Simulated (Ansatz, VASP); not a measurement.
## One calculation of K, two programs

```xyz
2
Lattice="2.5245 -4.1912 0.0000 2.5245 4.1912 0.0000 0.0000 0.0000 8.0890" Properties=species:S:1:pos:R:3 pbc="T T T"
K     2.5245   -2.6875    2.0222
K     2.5245    2.6875    6.0667
```

Alike in both runs: task single point; functional LDA; k mesh 10 × 10 × 6; occupations gaussian, width 0.1 eV; no spin polarisation.

|  | VASP | Ansatz |
| --- | --- | --- |
| version | VASP 6.6.1 | Ansatz 0.2.0 |
| potentials or method | VASP PAW LDA potentials, release 64 (K_sv), cutoff 520 eV | scalar-relativistic, plane waves, PAW |
| valence electrons in the cell | 18 | 18 |

```tsv
	VASP	Ansatz	Ansatz less VASP
gap on the k mesh at the Fermi level (eV)	none	none	-
pressure (GPa)	-0.8	-0.7	+0.01
```

LDA's correlation is that of Perdew and Zunger in VASP and of Perdew and Wang (1992) in Ansatz. A gap of «none» marks a metal or a gap that the smearing closes.
